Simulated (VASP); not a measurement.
A run of VASP 6.6.1:

POSCAR

```
Si
1.0
    0.0000000000      2.7934793647      2.7934793647
    2.7934793647      0.0000000000      2.7934793647
    2.7934793647      2.7934793647      0.0000000000
Si
2
Direct
    0.5000000000      0.5000000000      0.5000000000
    0.7500000000      0.7500000000      0.7500000000
```

Contents of INCAR.step1:

```
  ALGO = Normal
  EDIFF = 1E-4
  ENCUT = 520
  GGA = PE
  ISMEAR = -1
  LASPH = T
  LCHARG = F
  LREAL = F
  LWAVE = T
  NBANDS = 11
  NELM = 80
  PREC = Accurate
  SIGMA = 0.05
```

File INCAR.step2:

```
  ALGO = Normal
  EDIFF = 1E-6
  ENCUT = 520
  ISIF = 2
  ISMEAR = -1
  ISTART = 1
  LASPH = T
  LCHARG = F
  LMIXTAU = T
  LREAL = F
  LWAVE = F
  METAGGA = R2SCAN
  NBANDS = 11
  NELM = 80
  PREC = Accurate
  SIGMA = 0.05
```

Contents of KPOINTS:

```
k-points
0
Gamma
  9 9 9
```

Potentials or basis: VASP PAW PBE potentials, release 64 (Si).

Command:

```console
$ cat potpaw_PBE.64/Si/POTCAR > POTCAR
$ cp INCAR.step1 INCAR
$ mpirun -np 1 vasp_std > vasp.out
$ cp INCAR.step2 INCAR
$ mpirun -np 1 vasp_std > vasp.out
```

Hardware: 1 thread of AMD EPYC 7R13, on a shared host.

Estimate the wall time of this run.

Run time: 2.5 min on 1 thread of AMD EPYC 7R13, with other jobs on the host, peak memory 0.13 GiB. Counts: k points 35.
